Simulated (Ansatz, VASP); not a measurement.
## SiC in VASP and in Ansatz

```
Si C
1.0
     3.07600    0.03076    0.03076
    -1.51136    2.64851    0.01126
     0.05048    0.05048    5.04800
Si C
2 2
Direct
  0.33333 0.66667 0.00000
  0.66667 0.33333 0.50000
  0.33333 0.66667 0.38500
  0.66667 0.33333 0.88500
```

Change from the starting cell: equal xy, yz and zx shear strains of +2 %.

Alike in both runs: task single point; functional PBE; k mesh 15 × 15 × 8; occupations fermi-dirac, width 0.08 eV; no spin polarisation.

|  | VASP | Ansatz |
| --- | --- | --- |
| version | VASP 6.6.1 | Ansatz 0.2.0 |
| potentials or method | VASP PAW PBE potentials, release 64 (Si, C), cutoff 520 eV | all-electron LAPW, scalar-relativistic |

|  | VASP | Ansatz | Ansatz less VASP |
| --- | --- | --- | --- |
| pressure (GPa) | 3.8 | 3.9 | +0.07 |
| traceless stress, the component that is largest in VASP (GPa) | -4.91 | -4.89 | +0.026 |
| rms of the force components (eV/Å) | 0.462 | 0.462 | -0.0004 |

Atom by atom the forces differ by 0.001 eV/Å (rms over components). Ansatz ran all-electron here, and VASP with PAW potentials.
